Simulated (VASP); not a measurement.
A run of VASP 6.6.1 is set up as follows.

The input INCAR:

```
ALGO = Normal ; EDIFF = 1E-6
ENCUT = 520 ; GGA = CA
ISIF = 2 ; ISMEAR = -1
LASPH = True ; LCHARG = True
LELF = True ; LREAL = False
LVHAR = True ; LWAVE = False
NBANDS = 14 ; NELM = 60
PREC = Accurate ; SIGMA = 0.1
```

KPOINTS

```
k-points
0
Gamma
  15 15 15
```

POSCAR

```
HfN
1.0
    0.0000000000      2.1409104247      2.1409104247
    2.1409104247      0.0000000000      2.1409104247
    2.1409104247      2.1409104247      0.0000000000
Hf N
1 1
Direct
    0.0000000000      0.0000000000      0.0000000000
    0.5000000000      0.5000000000      0.5000000000
```

Potentials or basis: VASP PAW LDA potentials, release 64 (Hf_pv, N).

Command:

```console
$ cat potpaw_LDA.64/Hf_pv/POTCAR potpaw_LDA.64/N/POTCAR > POTCAR
$ mpirun -np 1 vasp_std > vasp.out
```

Task: Estimate the pressure.

Result: 49.9 GPa.
